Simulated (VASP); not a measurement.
GaGe: relaxation of cell and atoms with revPBE

Crystal: GaGe.

```
Ge Ga
1.0
     0.00000    2.89784    2.89784
     2.89784    0.00000    2.89784
     2.89784    2.89784    0.00000
Ge Ga
1 1
Direct
  0.00000 0.00000 0.00000
  0.25000 0.25000 0.25000
```

```yaml
Program: VASP 6.6.1
Task: relaxation of cell and atoms
Functional: revPBE
Potentials_or_basis: VASP PAW PBE potentials, release 64 (Ge_d, Ga_d)
Cutoff: 600 eV
k_mesh: 8 × 8 × 8
Occupations: fermi-dirac, width 0.05 eV
Spin: no spin polarisation
Dipole_correction: no
Further_INCAR_settings: ALGO = Normal; EDIFF = 1e-06; IBRION = 2; EDIFFG = -0.01; NSW = 60; ISIF = 3
```

```json
{
  "Relaxed volume": "25.05 Å³/atom",
  "Relaxed cell": "a = 4.138 Å, b = 4.138 Å, c = 4.138 Å, α = 60.00°, β = 60.00°, γ = 60.00°",
  "Space group after relaxing (to 0.05 Å)": "F-43m (No. 216)",
  "Energy gained by relaxing": "3.3 meV/atom",
  "Ionic steps": "6",
  "Pressure after relaxing": "-0.1 GPa"
}
```

Step by step:
| step | energy change (eV) | largest force (eV/Å) | pressure (GPa) | volume (Å³) |
| --- | --- | --- | --- | --- |
| 1 | 0.0000 | 0.0000 | 1.44 | 48.67 |
| 2 | -0.0067 | 0.0000 | 0.11 | 50.23 |
| 3 | -0.0064 | 0.0000 | -0.09 | 50.48 |
| 4 | -0.0066 | 0.0000 | -0.23 | 50.37 |
| 5 | -0.0066 | 0.0000 | -0.16 | 50.27 |
| 6 | -0.0067 | 0.0000 | -0.05 | 50.09 |

Final structure:
```
CELL_PARAMETERS angstrom
0.00000 2.92581 2.92581
2.92581 0.00000 2.92581
2.92581 2.92581 0.00000
ATOMIC_POSITIONS crystal
Ge 0.00000 0.00000 0.00000
Ga 0.25000 0.25000 0.25000
```

Levels at points of the mesh, in eV from the Fermi level:
| k point | band 12 | band 13 | band 14 | band 15 | band 16 | band 17 |
| --- | --- | --- | --- | --- | --- | --- |
| (0.00, 0.00, 0.00) | 1.63 | 1.63 | 1.63 | 1.86 | 4.31 | 4.31 |
| (0.50, 0.00, 0.00) | -5.26 | 0.37 | 0.37 | 1.98 | 5.29 | 5.29 |
| (0.50, 0.50, 0.00) | -5.72 | -1.21 | -1.21 | 2.36 | 2.44 | 10.78 |

Wall time 59 s on 1 thread of Intel(R) Xeon(R) 6975P-C (Granite Rapids), with other jobs on the host, peak memory 0.23 GiB.

Caveat: the PAW data sets were made with another functional, which shifts forces and pressure a little.
